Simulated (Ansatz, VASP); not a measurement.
## Al3Ga2As5: VASP beside Ansatz

```
CELL_PARAMETERS angstrom
-2.02930 2.02930 14.29790
2.02930 -2.02930 14.29790
2.02930 2.02930 -14.29790
ATOMIC_POSITIONS crystal
Al 0.00000 0.00000 0.00000
Al 0.59983 0.59983 0.00000
Al 0.40017 0.40017 0.00000
Ga 0.19989 0.19989 0.00000
Ga 0.80011 0.80011 0.00000
As 0.64955 0.14955 0.50000
As 0.25000 0.75000 0.50000
As 0.85045 0.35045 0.50000
As 0.45008 0.95008 0.50000
As 0.04992 0.54992 0.50000
```

Alike in both runs: functional PBE; k mesh 6 × 6 × 6; occupations gaussian, width 0.1 eV; no spin polarisation.

Ansatz relaxed the structure, and its values are those at the end. VASP's run is a single point on that final structure, the one shown.

|  | VASP | Ansatz |
| --- | --- | --- |
| version | VASP 6.6.1 | Ansatz 0.2.0 |
| potentials or method | VASP PAW PBE potentials, release 64 (Al, Ga_d, As), cutoff 520 eV | scalar-relativistic, plane waves, PAW |
| valence electrons in the cell | 60 | 110 |

```tsv
	VASP	Ansatz	Ansatz less VASP
gap on the k mesh at the Fermi level (eV)	1.06	1.06	-0.003
least direct gap on the mesh (eV)	1.06	1.06	-0.003
pressure (GPa)	0.2	0.1	-0.16
```

VASP's potentials hold 60 valence electrons a cell and Ansatz's 110, so a difference there can come from the potentials and not from the codes.
